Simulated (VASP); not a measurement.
# HgTe (I-4m2) in VASP: single point with PBE

Aim: the single point of HgTe with PBE.

All numbers are computed with VASP 6.6.1; they aren't measurements. Logs are shortened: lines on timing, memory, paths and dates and some standing lists are left out, and cuts for length are marked.

**1. The cell of the first run**

Symmetry: I-4m2, No. 119, tetragonal system. The conventional cell has a = 4.787 Å, b = 4.787 Å, c = 6.447 Å, α = 90.00°, β = 90.00°, γ = 90.00°. Within 3.8 Å of Hg (site symmetry -4m2) lie 4 Te at 2.89 Å. Within 3.8 Å of Te (site symmetry -4m2) lie 4 Hg at 2.89 Å.

**2. Single point, PBE (strain +0.0500 x Voigt [1, 1, 0, 0, 0, 0])**

The input, INCAR:

```
PREC = Accurate
ENCUT = 520
EDIFF = 1E-7
ISMEAR = 0
SIGMA = 0.15
LREAL = F
LASPH = T
NELM = 100
ALGO = Fast
ISIF = 2
LWAVE = F
LCHARG = F
GGA = PE
NBANDS = 16
```

The input, KPOINTS:

```
Automatic mesh
0
Gamma
  14 14 14
```

The input, POSCAR:

```
HgTe
1.0
    0.0000000000      3.3846750000      3.2235000000
    3.3846750000      0.0000000000      3.2235000000
    3.3846750000      3.3846750000      0.0000000000
Hg Te
1 1
Direct
    0.0000000000      0.0000000000      0.0000000000
    0.7500000000      0.7500000000      0.7500000000
```

Potentials or basis: VASP PAW PBE potentials, release 64 (Hg, Te).

Run with:

```console
$ cat potpaw_PBE.64/Hg/POTCAR potpaw_PBE.64/Te/POTCAR > POTCAR
$ mpirun -np 1 vasp_std > vasp.out
```

OUTCAR:

```text
PREC = Accurate
   ENCUT = 520
   EDIFF = 1E-7
   ISMEAR = 0
   LREAL = F
   LASPH = T
   NELM = 100
   ISIF = 2
   GGA = PE

 ion  position               nearest neighbor table
   1  0.000  0.000  0.000-   2 2.89   2 2.89   2 2.89   2 2.89
   2  0.750  0.750  0.750-   1 2.89   1 2.89   1 2.89   1 2.89

  LATTYP: Found a body centered tetragonal cell.
 ALAT       =     4.7866532892
 C/A-ratio  =     1.3468700594

  Lattice vectors:

 A1 = (   0.0000000000,  -3.3846750000,  -3.2235000000)
 A2 = (   0.0000000000,   3.3846750000,  -3.2235000000)
 A3 = (   3.3846750000,   0.0000000000,   3.2235000000)

Analysis of symmetry for initial positions (statically):
=====================================================================
 Subroutine PRICEL returns:
 Original cell was already a primitive cell.

 Routine SETGRP: Setting up the symmetry group for a
 body centered tetragonal supercell.

 Subroutine GETGRP returns: Found  8 space group operations
 (whereof  8 operations were pure point group operations)
 out of a pool of 16 trial point group operations.

The static configuration has the point symmetry D_2d.

Analysis of symmetry for dynamics (positions and initial velocities):
=====================================================================
 Subroutine PRICEL returns:
 Original cell was already a primitive cell.

 Routine SETGRP: Setting up the symmetry group for a
 body centered tetragonal supercell.

 Subroutine GETGRP returns: Found  8 space group operations
 (whereof  8 operations were pure point group operations)
 out of a pool of 16 trial point group operations.

The dynamic configuration has the point symmetry D_2d.

 Subroutine INISYM returns: Found  8 space group operations
 (whereof  8 operations are pure point group operations),
 and found     1 'primitive' translations

----------------------------------------------------------------------------------------

                                     Primitive cell

  volume of cell :      73.8570

  direct lattice vectors                    reciprocal lattice vectors
     0.000000000  3.384675000  3.223500000    -0.147724671  0.147724671  0.155110904
     3.384675000  0.000000000  3.223500000     0.147724671 -0.147724671  0.155110904
     3.384675000  3.384675000  0.000000000     0.147724671  0.147724671 -0.155110904

  length of vectors
     4.674075000  4.674075000  4.786653289     0.260200979  0.260200979  0.260200979

  position of ions in fractional coordinates (direct lattice)
     0.000000000  0.000000000  0.000000000
     0.750000000  0.750000000  0.750000000

  ion indices of the primitive-cell ions
   primitive index   ion index
                 1           1
                 2           2

----------------------------------------------------------------------------------------

 KPOINTS: Automatic mesh

Automatic generation of k-mesh.
 Grid dimensions read from file:
 generate k-points for:   14   14   14

 Generating k-lattice:

  Cartesian coordinates                     Fractional coordinates (reciprocal lattice)
    -0.010551762  0.010551762  0.011079350     0.071428571  0.000000000  0.000000000
     0.010551762 -0.010551762  0.011079350     0.000000000  0.071428571  0.000000000
     0.010551762  0.010551762 -0.011079350     0.000000000  0.000000000  0.071428571

  Length of vectors
     0.018585784  0.018585784  0.018585784

  Shift w.r.t. Gamma in fractional coordinates (k-lattice)
     0.000000000  0.000000000  0.000000000

 Subroutine IBZKPT returns following result:
 ===========================================

 Found    244 irreducible k-points:

 Following reciprocal coordinates:
            Coordinates               Weight
  0.000000  0.000000  0.000000      1.000000
  0.071429 -0.000000  0.000000      8.000000
  0.142857 -0.000000  0.000000      8.000000
  0.214286 -0.000000  0.000000      8.000000
  0.285714 -0.000000  0.000000      8.000000
  0.357143 -0.000000  0.000000      8.000000
[... 16 lines left out ...]
  0.214286  0.142857  0.000000      8.000000
  0.285714  0.142857  0.000000      8.000000
 [... further k-points ...]
   k-points           NKPTS =    244   k-points in BZ     NKDIM =    244   number of bands    NBANDS=     16
   number of dos      NEDOS =    301   number of ions     NIONS =      2
   total plane-waves  NPLWV =  46656
   dimension x,y,z NGX =    36 NGY =   36 NGZ =   36
   dimension x,y,z NGXF=    72 NGYF=   72 NGZF=   72
   ions per type =               1   1
   NGX,Y,Z   is equivalent  to a cutoff of  12.80, 12.80, 12.50 a.u.
   NGXF,Y,Z  is equivalent  to a cutoff of  25.61, 25.61, 25.01 a.u.
 SYSTEM =  unknown system
   PREC   = accura    normal or accurate (medium, high low for compatibility)
   ISTART =      0    job   : 0-new  1-cont  2-samecut
   ICHARG =      2    charge: 1-file 2-atom 10-const
   ISPIN  =      1    spin polarized calculation?
   LNONCOLLINEAR =      F non collinear calculations
   LSORBIT =      F    spin-orbit coupling
   LASPH  =      T    aspherical Exc in radial PAW
   ENCUT  =  520.0 eV  38.22 Ry    6.18 a.u.   8.69  8.69  8.90*2*pi/ulx,y,z
   NELM   =    100;   NELMIN=  2; NELMDL= -5     # of ELM steps
   EDIFF  = 0.1E-06   stopping-criterion for ELM
   LREAL  =      F    real-space projection
   EDIFFG = 0.1E-05   stopping-criterion for IOM
   NSW    =      0    number of steps for IOM
   IBRION =     -1    ionic relax: 0-MD 1-quasi-New 2-CG
   NFREE  =      0    steps in history (QN), initial steepest desc. (CG)
   ISIF   =      2    stress and relaxation
   ISYM   =      2    0-nonsym 1-usesym 2-fastsym
   POTIM  = 0.5000    time-step for ionic-motion
   TEBEG  =    0.0;   TEEND  =   0.0 temperature during run
   PSTRESS=    0.0 pullay stress
   NELECT =      18.0000    total number of electrons
   NUPDOWN=      -1.0000    fix difference up-down
   EMIN   =  10.00;   EMAX   =-10.00  energy-range for DOS
   EFERMI =   0.00;   METHOD = LEGACY
   ISMEAR =     0;   SIGMA  =   0.15  broadening in eV -4-tet -1-fermi 0-gaus
   EFERMI_NEDOS =   21; number of points for ismear=-14 and -15
   IALGO  =     68    algorithm
   IMIX   =      4    mixing-type and parameters
     AMIX     =   0.40;   BMIX     =  1.00
     AMIX_MAG =   1.60;   BMIX_MAG =  1.00
  volume/ion in A,a.u.               =      36.93       249.21
  Fermi-wavevector in a.u.,A,eV,Ry     =   1.022591  1.932416 14.227497  1.045692
  Thomas-Fermi vector in A             =   2.156278
   LORBIT       =      0    0 simple, 1 ext, 2 COOP (PROOUT), +10 PAW based schemes
   GGA     = PE    functional components
   LHFCALC =     F    Hartree Fock is set to
   AEXX    =    0.0000 exact exchange contribution
   IVDW    =     0    specifies the selected vdW correction
   LEPSILON=     F    determine dielectric tensor
   LRPA    =     F    only Hartree local field effects (RPA)
 non-spin polarized calculation
 RMM-DIIS sequential band-by-band and
 Gauss-broadening in eV      SIGMA  =   0.15
  energy-cutoff  :      520.00
  volume of cell :       73.86
 maximum number of plane-waves:      2012
   NGX = 17   NGY = 17   NGZ = 17

 number of electron      17.9999997 magnetization

 Free energy of the ion-electron system (eV)
  ---------------------------------------------------
  ext. energy  EPLUGINS =         0.00000000
  ---------------------------------------------------
  free energy    TOTEN  =        -3.64687294 eV

  energy without entropy =       -3.64651369  energy(sigma->0) =       -3.64669332

 E-fermi :   2.3333     XC(G=0):  -8.3414

 val. band max:        2.2785377068   @ k =   0.0000   0.0000   0.0000
 cond. band min:       2.4793194496   @ k =   0.0714  -0.0000   0.0000
 fundamental gap:      0.2007817428
 Fermi energy:         2.3332783989

 k-point     1 :       0.0000    0.0000    0.0000
  band No.  band energies     occupation
      1      -9.1904      2.00000
      2      -4.6758      2.00000
      3      -4.6758      2.00000
      4      -4.6669      2.00000
      5      -4.2602      2.00000
      6      -4.2358      2.00000
[... 8 lines left out ...]
     15      11.3238      0.00000
     16      11.8276      0.00000

 k-point     2 :       0.0714   -0.0000    0.0000
  band No.  band energies     occupation
      1      -9.1691      2.00000
      2      -4.6701      2.00000
      3      -4.6692      2.00000
      4      -4.6584      2.00000
      5      -4.2603      2.00000
      6      -4.2368      2.00000
[... 8 lines left out ...]
     15      10.9982      0.00000
     16      11.3438      0.00000

 k-point     3 :       0.1429   -0.0000    0.0000
  band No.  band energies     occupation
      1      -9.1083      2.00000
      2      -4.6544      2.00000
      3      -4.6509      2.00000
      4      -4.6292      2.00000
      5      -4.2600      2.00000
      6      -4.2390      2.00000
[... 8 lines left out ...]
     15      10.6647      0.00000
     16      10.9734      0.00000

 k-point     4 :       0.2143   -0.0000    0.0000
  band No.  band energies     occupation
      1      -9.0180      2.00000
      2      -4.6332      2.00000
      3      -4.6263      2.00000
      4      -4.5676      2.00000
      5      -4.2573      2.00000
      6      -4.2407      2.00000
[... 8 lines left out ...]
     15      10.5641      0.00000
     16      10.8595      0.00000
[... 324 lines left out ...]
 k-point    22 :       0.1429    0.1429    0.0000
  band No.  band energies     occupation
      1      -9.0768      2.00000
      2      -4.6449      2.00000
      3      -4.6321      2.00000
      4      -4.6321      2.00000
      5      -4.2488      2.00000
      6      -4.2481      2.00000
[... 8 lines left out ...]
     15      10.4633      0.00000
     16      11.4559      0.00000

 k-point    23 :       0.2143    0.1429    0.0000
  band No.  band energies     occupation
      1      -9.0077      2.00000
      2      -4.6302      2.00000
      3      -4.6085      2.00000
      4      -4.5943      2.00000
      5      -4.2508      2.00000
      6      -4.2432      2.00000
[... 8 lines left out ...]
     15      10.9607      0.00000
     16      11.4143      0.00000

 k-point    24 :       0.2857    0.1429    0.0000
  band No.  band energies     occupation
      1      -8.9168      2.00000
      2      -4.6090      2.00000
      3      -4.5840      2.00000
      4      -4.5232      2.00000
      5      -4.2456      2.00000
      6      -4.2367      2.00000
[... 8 lines left out ...]
     15      11.2765      0.00000
     16      11.4771      0.00000

 [... further k-points ...]

------------------------ aborting loop because EDIFF is reached ----------------------------------------

  FORCE on cell =-STRESS in cart. coord.  units (eV):
  Direction    XX          YY          ZZ          XY          YZ          ZX
  --------------------------------------------------------------------------------------
  -------------------------------------------------------------------------------------
  Total       -0.1642838     -0.1642838      0.1461153      0.0000000     -0.0000000      0.0000000
  in kB       -3.5638034     -3.5638034      3.1696745      0.0000000     -0.0000000      0.0000000
  external PRESSURE =      -1.3193108 kB  Pullay stress =       0.0000000 kB

 VOLUME and BASIS-vectors are now :
 -----------------------------------------------------------------------------
  energy-cutoff  :      520.00
  volume of cell :       73.86
      direct lattice vectors                 reciprocal lattice vectors
     0.000000000  3.384675000  3.223500000    -0.147724671  0.147724671  0.155110904
     3.384675000  0.000000000  3.223500000     0.147724671 -0.147724671  0.155110904
     3.384675000  3.384675000  0.000000000     0.147724671  0.147724671 -0.155110904

 POSITION                                       TOTAL-FORCE (eV/Angst)
 -----------------------------------------------------------------------------------
      0.00000      0.00000      0.00000        -0.000000     -0.000000     -0.000000
      5.07701      5.07701      4.83525         0.000000      0.000000      0.000000
 -----------------------------------------------------------------------------------
    total drift:                                0.000000      0.000000     -0.000000

  FREE ENERGIE OF THE ION-ELECTRON SYSTEM (eV)
  ---------------------------------------------------
  free  energy   TOTEN  =        -3.6468729439 eV

  energy  without entropy=       -3.6465136948  energy(sigma->0) =       -3.64669332
```

Run time: 1.7 min. Hardware: 1 thread of Intel Xeon 6975P-C (Granite Rapids), shared host; peak memory 0.44 GiB.

What came out:

* Free energy: -3.6469 eV
* Pressure: -0.1 GPa

Stress tensor (GPa, compression positive):
```
-0.36  0.00  0.00
 0.00 -0.36  0.00
 0.00  0.00  0.32
```

Caveat: the cell differs from its parent crystal (strain +0.0500 x Voigt [1, 1, 0, 0, 0, 0]); spin-orbit coupling is left out, which moves the levels of the heavy elements.
